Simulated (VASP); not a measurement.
Input of a VASP 6.6.1 run:

Contents of INCAR:

```
SYSTEM = B17SN17
ALGO = Normal ; EDIFF = 1E-6
ENCUT = 520 ; GGA = PE
ISIF = 2 ; ISMEAR = 0
ISPIN = 2 ; LASPH = .TRUE.
LCHARG = .FALSE. ; LORBIT = 11
LREAL = Auto ; LWAVE = .FALSE.
MAGMOM = 0.01 0.07 0.01 0.02 0 0.03 0.02 0.03 0.02 0.02 0 0 0.01 0 0.02 0 0.01 0.01 0 0.04 0.01 0.01 0 0.01 0.38 0 0.03 0 0.01 0.01 0.37 0 0.03 0 0.24 ; NBANDS = 98
NELECT = 143.0 ; NELM = 150
NUPDOWN = 3.0 ; PREC = Accurate
SIGMA = 0.01
```

The input KPOINTS:

```
Automatic mesh
0
Gamma
  1 1 1
  0.25 0.25 0.25
```

File POSCAR:

```
B17SN17
1.0
    7.4650312800      0.0000000000      0.0000000000
   -3.7325156400      6.4649067300      0.0000000000
    0.0000000000      0.0000000000      6.4954828800
B N S
17 17 1
Direct
   -0.0044890463      0.1666452908      0.2458210197
    0.3363687959      0.1668208715      0.7686263727
   -0.0051849385      0.4997957694      0.2355298995
    0.3405760181      0.4994104648      0.7848731764
   -0.0047733148      0.8330404686      0.2423357438
    0.3422914386      0.8346139786      0.7655260900
    0.3291610369      0.1670484950      0.2227334457
    0.6857610476      0.1659049967      0.7395678482
    0.3287454636      0.4999028984      0.2388165313
    0.3288359044      0.8333699642      0.2379249414
    0.6768494486      0.8324105502      0.7683488999
    0.6619194323      0.1664631866      0.2310408871
    1.0091494760      0.1651478367      0.7806004250
    0.6614892540      0.4996456574      0.2286447088
    1.0093488799      0.4992026323      0.7717193302
    0.6614712013      0.8324451498      0.2466127641
    1.0074213671      0.8310877133      0.7668717909
    0.2283125035      0.2774366235      0.7901711985
    0.1060473496      0.0558572954      0.2418550267
    0.2322350870      0.6124381634      0.7727815912
    0.1049455147      0.3887971647      0.2464941886
    0.2318225948      0.9450948954      0.7678612174
    0.1055435057      0.7223721290      0.2410910085
    0.4395276312      0.0553291754      0.2285242126
    0.5584379846      0.6167240985      0.7842289062
    0.4387337043      0.3901327489      0.2265310787
    0.5664054654      0.9467649924      0.7591529554
    0.4393600364      0.7225017890      0.2456746334
    0.9022208638      0.2770616983      0.7727512790
    0.7721224208      0.0556709474      0.2474092405
    0.9085113445      0.6146059396      0.7624497233
    0.7724970528      0.3889263695      0.2204589039
    0.8986788808      0.9439865288      0.7670268488
    0.7723180720      0.7222191182      0.2451032584
    0.5844191358      0.3233578475      0.6356021837
```

Potentials or basis: VASP PAW PBE potentials, release 64 (B, N, S).

Launch:

```sh
$ cat potpaw_PBE.64/B/POTCAR potpaw_PBE.64/N/POTCAR potpaw_PBE.64/S/POTCAR > POTCAR
$ mpirun -np 1 vasp_std > vasp.out
```

Q: Predict the largest force.

A: 0.419 eV/Å.

Forces on the atoms (eV/Å):
```
B   -0.220  0.089 -0.008
B    0.104 -0.046  0.112
B   -0.242  0.159 -0.003
B    0.115 -0.135  0.027
B   -0.195  0.105  0.037
B    0.175 -0.185 -0.025
B   -0.171  0.179 -0.036
B   -0.053 -0.092  0.124
B   -0.257  0.195  0.001
B   -0.186  0.169 -0.004
B    0.150 -0.164  0.055
B   -0.246  0.163 -0.089
B    0.285 -0.148 -0.030
B   -0.228  0.200 -0.014
B    0.197  0.079 -0.030
B   -0.243  0.155  0.001
B   -0.041 -0.119 -0.074
N   -0.252  0.166 -0.053
N    0.158 -0.132  0.006
N   -0.166  0.119  0.041
N    0.246 -0.126  0.004
N   -0.026  0.135 -0.067
N    0.167 -0.175  0.012
N    0.159 -0.195  0.055
N   -0.026  0.099 -0.029
N    0.312 -0.280 -0.020
N   -0.069  0.147 -0.055
N    0.208 -0.179 -0.010
N   -0.289  0.076 -0.002
N    0.290 -0.145 -0.002
N   -0.062  0.078  0.054
N    0.283 -0.098 -0.024
N   -0.154  0.175 -0.018
N    0.260 -0.196  0.002
S    0.018 -0.070  0.063
```

Caveat: the k points lie up to 0.49 Å⁻¹ apart; the cell carries a net charge on a neutralising background, which shifts energy and pressure; the moment is held away from its start; the total moment is fixed, so each spin has its own Fermi level and the state may be an excited one.
